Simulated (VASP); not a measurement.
The system is TePb.

```
CELL_PARAMETERS angstrom
0.00000 3.64149 3.64149
3.64149 0.00000 3.64149
3.64149 3.64149 0.00000
ATOMIC_POSITIONS crystal
Pb 0.00000 0.00000 0.00000
Te 0.25000 0.25000 0.25000
```

Base run:

* Program: VASP 6.6.1
* Functional: PBE
* Potentials or basis: VASP PAW PBE potentials, release 64 (Pb_d, Te)
* Cutoff: 520 eV
* k mesh: 4 × 4 × 4
* Occupations: gaussian, width 0.01 eV
* Spin: no spin polarisation

Its results: band gap on the k mesh 0.59 eV, indirect (least direct gap 1.19 eV); pressure 0.5 GPa.

Task: The run is repeated on the same cell with these changes: functional from PBE to HSE06. What comes out?

Result: Band gap on the k mesh 0.96 eV, indirect (least direct gap 1.62 eV); pressure -0.1 GPa.

HSE06 gives the wider gap, since exact exchange removes part of the self-interaction.

Caveats: spin-orbit coupling is left out, which moves the levels of the heavy elements; the PAW data sets were made with another functional, which shifts forces and pressure a little (some runs).

A k mesh can miss the band edges.
